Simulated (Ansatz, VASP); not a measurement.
One calculation of Al, two programs

```
Al
1.0
     0.00000    2.02061    2.02061
     2.02061    0.00000    2.02061
     2.02061    2.02061    0.00000
Al
1
Cartesian
  0.0000 0.0000 0.0000
```

Alike in both runs: functional PBE; k mesh 18 × 18 × 18; occupations gaussian, width 0.1 eV; no spin polarisation.

Ansatz relaxed the structure, and its values are those at the end. VASP's run is a single point on that final structure, the one shown.

```csv
,VASP,Ansatz
version,VASP 6.6.1,Ansatz 0.2.0
potentials or method,"VASP PAW PBE potentials, release 64 (Al), cutoff 500 eV","scalar-relativistic, plane waves, PAW"
valence electrons in the cell,3,3
```

```csv
,VASP,Ansatz,Ansatz less VASP
gap on the k mesh at the Fermi level (eV),none,none,-
pressure (GPa),0.0,0.0,+0.04
```

A gap of «none» marks a metal or a gap that the smearing closes.
